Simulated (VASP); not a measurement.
## TaV: single point with PBE

TaV:

```
CELL_PARAMETERS angstrom
3.19638 0.00000 0.00000
0.00000 3.19638 0.00000
0.00000 0.00000 3.19638
ATOMIC_POSITIONS crystal
Ta 0.00000 0.00000 0.00000
V 0.50000 0.50000 0.50000
```

```json
{"Program": "VASP 6.6.1", "Task": "single point", "Functional": "PBE", "Potentials or basis": "VASP PAW PBE potentials, release 64 (Ta_pv, V_sv)", "Cutoff": "520 eV", "k mesh": "6 × 6 × 6", "Occupations": "gaussian, width 0.1 eV", "Spin": "collinear spin, ferromagnetic start", "Starting moments": "[0.0, 2.0] μB", "Dipole correction": "no", "Further INCAR settings": "ALGO = Normal; EDIFF = 1e-07; NBANDS = 23"}
```

| Quantity | Value |
| --- | --- |
| Pressure | -4.0 GPa |
| Net moment | 0.66 μB per cell |
| Site moments | Ta +0.08; V +0.44 μB |
| Valence electrons inside the program's atomic spheres | Ta 8.88; V 11.58 |

Levels at points of the mesh, in eV from the Fermi level:
Spin up:
| k point | band 8 | band 9 | band 10 | band 11 | band 12 | band 13 | band 14 | band 15 | band 16 | band 17 |
| --- | --- | --- | --- | --- | --- | --- | --- | --- | --- | --- |
| (0.00, 0.00, 0.00) | -7.38 | -3.33 | -3.33 | 0.31 | 0.31 | 0.31 | 2.76 | 2.76 | 5.12 | 5.12 |
| (0.50, 0.00, 0.00) | -4.17 | -2.70 | -0.89 | -0.63 | 0.52 | 0.52 | 1.25 | 1.25 | 1.32 | 2.77 |
| (0.50, 0.50, 0.00) | -3.83 | -3.74 | -1.36 | -1.36 | 1.35 | 1.35 | 2.19 | 2.25 | 3.11 | 5.21 |
| (0.50, 0.50, 0.50) | -1.85 | -1.85 | -1.85 | -0.85 | -0.85 | -0.85 | 2.25 | 2.25 | 5.56 | 5.56 |
Spin down:
| k point | band 8 | band 9 | band 10 | band 11 | band 12 | band 13 | band 14 | band 15 |
| --- | --- | --- | --- | --- | --- | --- | --- | --- |
| (0.00, 0.00, 0.00) | -7.20 | -3.19 | -3.19 | 0.68 | 0.68 | 0.68 | 2.92 | 2.92 |
| (0.50, 0.00, 0.00) | -4.04 | -2.48 | -0.86 | -0.37 | 0.96 | 0.96 | 1.38 | 1.38 |
| (0.50, 0.50, 0.00) | -3.63 | -3.53 | -1.05 | -1.05 | 1.53 | 1.53 | 2.48 | 2.51 |
| (0.50, 0.50, 0.50) | -1.69 | -1.69 | -1.69 | -0.48 | -0.48 | -0.48 | 2.53 | 2.53 |

Wall time 14 s on 1 thread of Intel(R) Xeon(R) Platinum 8559C (Emerald Rapids), with other jobs on the host, peak memory 0.16 GiB.

Caveat: the cell stands under tension; spin-orbit coupling is left out, which moves the levels of the heavy elements.
